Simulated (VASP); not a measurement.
# SnPt3 (R-3m) in VASP: a series of runs, part 2 of 2

VASP 6.6.1. Earlier steps stand in the parts before.

## 3. Electric field gradients, LDA (equal xy, yz and zx shear strains of -2 %)

Contents of INCAR:

```
SYSTEM = SnPt3
PREC     = Accurate       ! precision mode
ENCUT    = 520            ! plane-wave cutoff, eV
EDIFF    = 1E-8           ! SCF threshold, eV
ISMEAR   = -1             ! smearing method
SIGMA    = 0.05           ! smearing width, eV
LREAL    = .False.        ! projectors in reciprocal space
LASPH    = .True.         ! aspherical terms in the spheres
NELM     = 80             ! most SCF steps
ALGO     = Normal         ! electronic algorithm
ISIF     = 2              ! what is computed and relaxed
LWAVE    = .False.        ! write WAVECAR
LCHARG   = .False.        ! write CHGCAR
GGA      = CA             ! functional
LEFG     = .True.       
NBANDS   = 30             ! bands
```

Contents of KPOINTS:

```
regular mesh
0
Gamma
  8 8 8
  0 0 0
```

Contents of POSCAR:

```
SnPt3
1.0
    4.0000000000     -0.0400000000     -0.0400000000
   -0.0400000000      4.0000000000     -0.0400000000
   -0.0400000000     -0.0400000000      4.0000000000
Sn Pt
1 3
Direct
    0.0000000000      0.0000000000      0.0000000000
    0.0000000000      0.5000000000      0.5000000000
    0.5000000000      0.0000000000      0.5000000000
    0.5000000000      0.5000000000      0.0000000000
```

Potentials or basis: VASP PAW LDA potentials, release 64 (Sn_d, Pt).

The run is started by

```bash
$ cat potpaw_LDA.64/Sn_d/POTCAR potpaw_LDA.64/Pt/POTCAR > POTCAR
$ mpirun -np 1 vasp_std > vasp.out
```

OUTCAR:

```text
SYSTEM = SnPt3
   PREC = Accurate
   ENCUT = 520
   EDIFF = 1E-8
   ISMEAR = -1
   LREAL = .False.
   LASPH = .True.
   NELM = 80
   ISIF = 2
   GGA = CA

 ion  position               nearest neighbor table
   1  0.000  0.000  0.000-   2 2.80   3 2.80   4 2.80   2 2.80   3 2.80   4 2.80   4 2.86   2 2.86
                             3 2.86   4 2.86   3 2.86   2 2.86
   2  0.000  0.500  0.500-   1 2.80   3 2.80   4 2.80   1 2.80   4 2.80   3 2.80   3 2.86   1 2.86
                             3 2.86   4 2.86   4 2.86   1 2.86
   3  0.500  0.000  0.500-   1 2.80   2 2.80   4 2.80   4 2.80   1 2.80   2 2.80   4 2.86   1 2.86
                             1 2.86   2 2.86   4 2.86   2 2.86
   4  0.500  0.500  0.000-   1 2.80   2 2.80   3 2.80   3 2.80   2 2.80   1 2.80   3 2.86   2 2.86
                             1 2.86   2 2.86   3 2.86   1 2.86

  LATTYP: Found a trigonal (rhomboedric) cell.
 ALAT       =     4.0003999800
 COS(alpha) =    -0.0198960208

  Lattice vectors:

 A1 = (   4.0000000000,  -0.0400000000,  -0.0400000000)
 A2 = (  -0.0400000000,   4.0000000000,  -0.0400000000)
 A3 = (  -0.0400000000,  -0.0400000000,   4.0000000000)

Analysis of symmetry for initial positions (statically):
=====================================================================
 Subroutine PRICEL returns:
 Original cell was already a primitive cell.

 Routine SETGRP: Setting up the symmetry group for a
 trigonal (rhombohedral) supercell.

 Subroutine GETGRP returns: Found 12 space group operations
 (whereof 12 operations were pure point group operations)
[... 970 lines left out ...]

  FORCE on cell =-STRESS in cart. coord.  units (eV):
  Direction    XX          YY          ZZ          XY          YZ          ZX
  --------------------------------------------------------------------------------------
  -------------------------------------------------------------------------------------
  Total       -1.0294425     -1.0294425     -1.0294425      0.5928878      0.5928878      0.5928878
  in kB      -25.7788696    -25.7788696    -25.7788696     14.8468485     14.8468485     14.8468485
  external PRESSURE =     -25.7788696 kB  Pullay stress =       0.0000000 kB

 VOLUME and BASIS-vectors are now :
 -----------------------------------------------------------------------------
  energy-cutoff  :      520.00
  volume of cell :       63.98
      direct lattice vectors                 reciprocal lattice vectors
     4.000000000 -0.040000000 -0.040000000     0.250050515  0.002525763  0.002525763
    -0.040000000  4.000000000 -0.040000000     0.002525763  0.250050515  0.002525763
    -0.040000000 -0.040000000  4.000000000     0.002525763  0.002525763  0.250050515

 POSITION                                       TOTAL-FORCE (eV/Angst)
 -----------------------------------------------------------------------------------
      0.00000      0.00000      0.00000        -0.000000      0.000000      0.000000
     -0.04000      1.98000      1.98000         0.000000      0.000000     -0.000000
      1.98000     -0.04000      1.98000         0.000000     -0.000000      0.000000
      1.98000      1.98000     -0.04000        -0.000000      0.000000      0.000000
 -----------------------------------------------------------------------------------
    total drift:                                0.000000      0.000000     -0.000000

  FREE ENERGIE OF THE ION-ELECTRON SYSTEM (eV)
  ---------------------------------------------------
  free  energy   TOTEN  =       -28.5646159816 eV

  energy  without entropy=      -28.5553417082  energy(sigma->0) =      -28.55997884

 Electric field gradients (V/A^2)
---------------------------------------------------------------------
 ion       V_xx      V_yy      V_zz      V_xy      V_xz      V_yz
---------------------------------------------------------------------
   1       0.000     0.000    -0.000   -15.001   -15.001   -15.001
   2    -144.902    72.451    72.451   -27.657   -27.657    -7.167
   3      72.451  -144.902    72.451   -27.657    -7.167   -27.657
   4      72.451    72.451  -144.902    -7.167   -27.657   -27.657
---------------------------------------------------------------------

 Electric field gradients after diagonalization (V/A^2)
 (convention: |V_zz| > |V_xx| > |V_yy|)
----------------------------------------------------------------------
 ion       V_xx      V_yy      V_zz     asymmetry (V_yy - V_xx)/ V_zz
----------------------------------------------------------------------
   1      15.001    15.001   -30.003       0.000
   2      79.618    72.326  -151.944       0.048
   3      79.618    72.326  -151.944       0.048
   4      79.618    72.326  -151.944       0.048
----------------------------------------------------------------------

           NMR quadrupolar parameters

 Cq : quadrupolar parameter    Cq=e*Q*V_zz/h
 eta: asymmetry parameters     (V_yy - V_xx)/ V_zz
 Q  : nuclear electric quadrupole moment in mb (millibarn)
----------------------------------------------------------------------
 ion       Cq(MHz)       eta       Q (mb)
----------------------------------------------------------------------
   1      -0.073       0.000       1.000
   2      -0.367       0.048       1.000
   3      -0.367       0.048       1.000
   4      -0.367       0.048       1.000
----------------------------------------------------------------------
```

OSZICAR:

```text
N       E                     dE             d eps       ncg     rms          rms(c)
DAV:   1     0.402794221169E+03    0.40279E+03   -0.20879E+04  4190   0.198E+03
DAV:   2     0.134492985565E+02   -0.38934E+03   -0.36837E+03  4114   0.528E+02
DAV:   3    -0.282657346415E+02   -0.41715E+02   -0.39977E+02  4346   0.130E+02
DAV:   4    -0.296073724949E+02   -0.13416E+01   -0.13371E+01  4514   0.238E+01
DAV:   5    -0.296436716373E+02   -0.36299E-01   -0.36296E-01  4876   0.416E+00    0.191E+01
DAV:   6    -0.287120372224E+02    0.93163E+00   -0.22235E+00  4398   0.974E+00    0.956E+00
DAV:   7    -0.285819045814E+02    0.13013E+00   -0.14823E-01  5206   0.416E+00    0.387E+00
DAV:   8    -0.285661974560E+02    0.15707E-01   -0.27124E-02  5110   0.113E+00    0.354E-01
DAV:   9    -0.285646119768E+02    0.15855E-02   -0.62210E-03  5026   0.887E-01    0.590E-02
DAV:  10    -0.285646171989E+02   -0.52221E-05   -0.17009E-04  5122   0.122E-01    0.192E-02
DAV:  11    -0.285646161169E+02    0.10819E-05   -0.98211E-06  5416   0.241E-02    0.462E-03
DAV:  12    -0.285646159820E+02    0.13491E-06   -0.72934E-07  4436   0.743E-03    0.171E-03
DAV:  13    -0.285646159816E+02    0.43201E-09   -0.27939E-08  3488   0.195E-03
   1 F= -.28564616E+02 E0= -.28559979E+02  d E =-.927427E-02
```

stdout:

```text
POSCAR found type information on POSCAR SnPt
 POSCAR found :  2 types and       4 ions
 scaLAPACK will be used
 LDA part: xc-table for (Slater(with rela. corr.)+CA(PZ))
 , standard interpolation
 POSCAR, INCAR and KPOINTS ok, starting setup
 FFT: planning ... GRIDC
 FFT: planning ... GRID_SOFT
 FFT: planning ... GRID
 WAVECAR not read
 entering main loop
ion   1

ion   2
     0.0000674    -0.1957528    -0.3498697     0.7603323    -0.1957528    -1.3169343
     0.0000928    -0.1957528    -0.3498696     0.7603323    -0.1957528    -1.3169343
     0.0001278    -0.1957528    -0.3498696     0.7603323    -0.1957528    -1.3169342
     0.0001760    -0.1957528    -0.3498696     0.7603323    -0.1957528    -1.3169342

     0.0000674    25.3481707     6.6527053   -56.9529256    25.3481707    98.6453608
     0.0000928    25.3292183     6.6436663   -56.8930842    25.3292183    98.5417124
     0.0001278    25.3004268     6.6300143   -56.8006535    25.3004268    98.3816178
     0.0001760    25.2568755     6.6094855   -56.6585071    25.2568755    98.1354129

ion   3
     0.0000674    -0.1957528    -0.1957528     0.7603323    -0.3498697     1.3169343
     0.0000928    -0.1957528    -0.1957528     0.7603323    -0.3498696     1.3169343
     0.0001278    -0.1957528    -0.1957528     0.7603323    -0.3498696     1.3169342
     0.0001760    -0.1957528    -0.1957528     0.7603323    -0.3498696     1.3169342

     0.0000674    25.3481707    25.3481707   -56.9529256     6.6527053   -98.6453608
     0.0000928    25.3292183    25.3292183   -56.8930842     6.6436663   -98.5417124
     0.0001278    25.3004268    25.3004268   -56.8006535     6.6300143   -98.3816178
     0.0001760    25.2568755    25.2568755   -56.6585071     6.6094855   -98.1354129

ion   4
```

It took 2.9 min on 1 thread of Intel Xeon Platinum 8488C (Sapphire Rapids), shared host; peak memory 0.23 GiB.

Results:

- Free energy: -28.5646 eV
- Pressure: -2.6 GPa
- Band gap on the k mesh: zero (band 22 reaches 11.95 eV, above the bottom of band 23 at 11.56 eV)

Electric field gradients, principal values (V/Å²):
| atom | least | middle | greatest (by size) |
| --- | --- | --- | --- |
| 1 Sn | 15.001 | 15.001 | -30.003 |
| 2 Pt | 72.326 | 79.618 | -151.944 |
| 3 Pt | 72.326 | 79.618 | -151.944 |
| 4 Pt | 72.326 | 79.618 | -151.944 |

Caveat: the cell differs from its parent crystal (equal xy, yz and zx shear strains of -2 %); without QUAD_EFG the Cq values of the log hold for a quadrupole moment of 1 mb, not for the nuclei; spin-orbit coupling is left out, which moves the levels of the heavy elements.
